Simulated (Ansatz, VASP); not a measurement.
## Cd in VASP and in Ansatz

Contents of INCAR:

```
  PREC = Accurate
  ENCUT = 520
  EDIFF = 1E-8
  ISMEAR = -1
  SIGMA = 0.05
  LREAL = F
  LASPH = T
  NELM = 60
  ALGO = Normal
  ISIF = 2
  LWAVE = F
  LCHARG = F
  GGA = PE
  LEFG = T
  NBANDS = 19
```

Contents of KPOINTS:

```
regular mesh
0
Gamma
  14 14 7
```

The input POSCAR:

```
Cd
1.0
    2.9490837830      0.0000000000      0.0000000000
   -1.4745418915      2.5539814739      0.0000000000
    0.0000000000      0.0000000000      5.6176500000
Cd
2
Direct
    0.3333333333      0.6666666667      0.2500000000
    0.6666666667      0.3333333333      0.7500000000
```

Input for Ansatz:

```yaml
crystal:
  lattice:
    - [2.949083783, 0.0, 0.0]
    - [-1.4745418915, 2.5539814739, 0.0]
    - [0.0, 0.0, 5.61765]
  atoms:
    - { symbol: Cd, position: [0.3333333333, 0.6666666667, 0.25] }
    - { symbol: Cd, position: [0.6666666667, 0.3333333333, 0.75] }
kpoints:
  mp_grid: { grid: [14, 14, 7] }
scf:
  occupations: { method: fermi_dirac, width: 0.05 }
hamiltonian:
  xc: pbe
  pseudopotentials: { kind: all_electron, datasets: crystal }
output:
  forces: true
  stress: true
  eigenvalues: true
  efg: { contact_densities: true }
```

Change from the starting cell: equal xx and yy strain of -1 %, crystal datasets.

Alike in both runs: task electric field gradients; functional PBE; k mesh 14 × 14 × 7; occupations fermi-dirac, width 0.05 eV; no spin polarisation.

|  | VASP | Ansatz |
| --- | --- | --- |
| version | VASP 6.6.1 | Ansatz 0.2.0 |
| potentials or method | VASP PAW PBE potentials, release 64 (Cd), cutoff 520 eV | all-electron PAW with datasets made for the crystal, scalar-relativistic |

Ansatz gave:

```
pressure (GPa)                                                : 4.5
traceless stress, the component that is largest in VASP (GPa) : -1.65
size of Vzz on the site where it differs most (V/Å²)          : 86.3
```

What did VASP give for the same quantities?

Pressure (GPa): 4.9; traceless stress, the component that is largest in VASP (GPa): -1.82; size of Vzz on the site where it differs most (V/Å²): 91.5.

Ansatz ran all-electron here, and VASP with PAW potentials.
